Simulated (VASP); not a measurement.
Set up this calculation in VASP 6.6.1, as the native input.

| Property | Result |
| --- | --- |
| Task | single point |
| Functional | PBE |
| Potentials or basis | VASP PAW PBE potentials, release 64 (Cd) |
| Cutoff | 520 eV |
| k mesh | 14 × 14 × 14 |
| Occupations | fermi-dirac, width 0.08 eV |
| Spin | no spin polarisation |
| Dipole correction | no |
| Further INCAR settings | ALGO = Normal; EDIFF = 1e-06; NBANDS = 12 |

The structure of Cd lies in POSCAR:

```
Cd
1.0
    0.0000000000      2.2498781340      2.2498781340
    2.2498781340      0.0000000000      2.2498781340
    2.2498781340      2.2498781340      0.0000000000
Cd
1
Direct
    0.0000000000      0.0000000000      0.0000000000
```

One way to write it, as run:

INCAR

```
  PREC = Accurate
  ENCUT = 520
  EDIFF = 1E-6
  ISMEAR = -1
  SIGMA = 0.08
  LREAL = F
  LASPH = T
  NELM = 80
  ALGO = Normal
  ISIF = 2
  LWAVE = F
  LCHARG = F
  GGA = PE
  NBANDS = 12
```

KPOINTS

```
Automatic mesh
0
Gamma
  14 14 14
```

Potentials or basis: VASP PAW PBE potentials, release 64 (Cd).

Run with:

```sh
$ cat potpaw_PBE.64/Cd/POTCAR > POTCAR
$ mpirun -np 1 vasp_std > vasp.out
```

It gave:

| Property | Result |
| --- | --- |
| Pressure | 0.2 GPa |
| Band gap on the k mesh | zero (band 6 reaches 3.93 eV, above the bottom of band 7 at 1.15 eV) |

Wall time 36 s on 1 thread of AMD EPYC 7R13, with other jobs on the host, peak memory 0.12 GiB.
